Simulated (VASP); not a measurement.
**CrI3: single point with PBE+D3(BJ)**

The system is CrI3.

```
Cr I
1.0
     3.28564    1.89696    6.29317
    -3.28564    1.89696    6.29317
     0.00000   -3.79393    6.29317
Cr I
2 6
Direct
  0.16694 0.16694 0.16694
  0.83306 0.83306 0.83306
  0.76042 0.07726 0.41878
  0.41878 0.76042 0.07726
  0.07726 0.41878 0.76042
  0.58122 0.23958 0.92274
  0.92274 0.58122 0.23958
  0.23958 0.92274 0.58122
```

```json
{
 "Program": "VASP 6.6.1",
 "Task": "single point",
 "Functional": "PBE",
 "Dispersion": "D3(BJ)",
 "Potentials or basis": "VASP PAW PBE potentials, release 64 (Cr_pv, I)",
 "Cutoff": "520 eV",
 "k mesh": "6 × 6 × 6",
 "Occupations": "gaussian, width 0.05 eV",
 "Spin": "no spin polarisation"
}
```

The pressure is 0.2 GPa. The largest force is 0.007 eV/Å. The band gap on the k mesh is zero (bands 33 and 34 overlap by 0.21 eV). The dispersion energy per atom is -0.418 eV.

Forces on the atoms (eV/Å):
```
Cr   0.000  0.000  0.000
Cr   0.000  0.000  0.000
I    0.006 -0.001  0.004
I   -0.003  0.006  0.004
I   -0.004 -0.005  0.004
I    0.003 -0.006 -0.004
I    0.004  0.005 -0.004
I   -0.006  0.001 -0.004
```

Levels at points of the mesh, in eV from the Fermi level:
```csv
k point,band 29,band 30,band 31,band 32,band 33,band 34,band 35,band 36,band 37,band 38
"(0.00, 0.00, 0.00)",-0.65,-0.65,-0.25,-0.24,-0.17,-0.17,0.08,0.08,1.52,1.52
"(0.50, 0.00, 0.00)",-1.56,-1.22,-0.44,-0.39,-0.01,0.13,0.13,0.34,1.22,1.49
"(0.50, 0.50, 0.00)",-1.76,-1.22,-0.39,-0.21,-0.06,0.10,0.11,0.35,1.19,1.35
"(0.50, 0.50, 0.50)",-0.84,-0.84,-0.26,-0.18,-0.18,0.03,0.17,0.17,1.18,1.18
```

Run time: 17 min on 1 thread of Intel Xeon 8259CL, on a shared host, peak memory 0.57 GiB.

Caveat: spin-orbit coupling is left out, which moves the levels of the heavy elements; the run has no spin polarisation, though such a crystal can be magnetic; semilocal functionals often make such compounds metallic where correlation or magnetic order opens a gap, which also shifts bond lengths. Spin polarisation is off, so any magnetic state and its effect on volume and gap are missing.
